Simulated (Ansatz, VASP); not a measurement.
## Fe: VASP beside Ansatz

```
Fe
1.0
     2.52439    0.00000    0.00000
    -1.26219    2.18618    0.00000
     0.00000    0.00000    4.37391
Fe
2
Cartesian
  1.2622 0.7287 1.0935
  0.0000 1.4575 3.2804
```

Alike in both runs: functional PBE; k mesh 18 × 18 × 10; occupations gaussian, width 0.1 eV; collinear spin.

Ansatz relaxed the structure, and its values are those at the end. VASP's run is a single point on that final structure, the one shown.

```csv
,VASP,Ansatz
version,VASP 6.6.1,Ansatz 0.2.0
potentials or method,"VASP PAW PBE potentials, release 64 (Fe), cutoff 520 eV","scalar-relativistic, plane waves, PAW"
valence electrons in the cell,16,32
```

```csv
,VASP,Ansatz,Ansatz less VASP
gap on the k mesh at the Fermi level (eV),none,none,-
pressure (GPa),-0.1,0.0,+0.13
net moment per atom (μB),2.59,2.58,-0.004
size of the moment on the site where the two differ most (μB),2.58,2.61,+0.031
```

Site moments also hang on the region over which each program counts them. A gap of «none» marks a metal or a gap that the smearing closes. The functional is the same, so the differences come from potentials, cutoffs and numerics. VASP's potentials hold 16 valence electrons a cell and Ansatz's 32, so a difference there can come from the potentials and not from the codes. Ansatz's warnings: structure snapped to symmetry.
